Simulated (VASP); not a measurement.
Here is a VASP 6.6.1 calculation.

INCAR

```
SYSTEM = Li2B
PREC = Accurate ; ENCUT = 600
EDIFF = 1E-7 ; ISMEAR = 0
SIGMA = 0.1 ; LREAL = .FALSE.
LASPH = .TRUE. ; NELM = 100
ALGO = Normal ; ISIF = 3
LWAVE = .FALSE. ; LCHARG = .FALSE.
GGA = PE ; IBRION = 2
NSW = 90 ; EDIFFG = -0.04
```

Contents of KPOINTS:

```
Automatic mesh
0
G
  6 6 6
  0 0 0
```

POSCAR

```
Li2B
1.0
    3.0928645900      0.0000000000      0.0000000000
   -1.5464323000      2.6784993100      0.0000000000
    0.0000000000      0.0000000000      3.3478615100
Li B
2 1
Direct
    0.3333333300      0.6666666700      0.5000000000
    0.6666666700      0.3333333300      0.5000000000
    0.0000000000      0.0000000000      0.0000000000
```

Potentials or basis: VASP PAW PBE potentials, release 64 (Li_sv, B).

The run is started by

```bash
$ cat potpaw_PBE.64/Li_sv/POTCAR potpaw_PBE.64/B/POTCAR > POTCAR
$ mpirun -np 1 vasp_std > vasp.out
```

What does it give for the relaxed cell?

a = 3.826 Å, b = 3.826 Å, c = 2.074 Å, α = 90.00°, β = 90.00°, γ = 120.00°.

Estimate the relaxed volume.

8.76 Å³/atom.

The path:
```tsv
step	energy change (eV)	largest force (eV/Å)	pressure (GPa)	volume (Å³)
1	0.0000	0.0000	7.82	27.73
2	-0.4799	0.0000	4.30	29.49
3	-1.4280	0.0000	-7.14	34.00
4	-0.0263	0.0000	-17.04	37.64
5	-1.6746	0.0000	-10.83	35.24
6	-2.1194	0.0000	-11.24	32.32
7	-2.2067	0.0000	-10.92	31.04
8	-2.3891	0.0000	-2.58	27.07
9	-2.3962	0.0000	-0.24	26.29
```

Caveat: the k points lie up to 0.51 Å⁻¹ apart in the final cell; the cutoff is under 1.25 times the usual one of these potentials, so pressure, stress and relaxed cells hold a basis-set (Pulay) error.
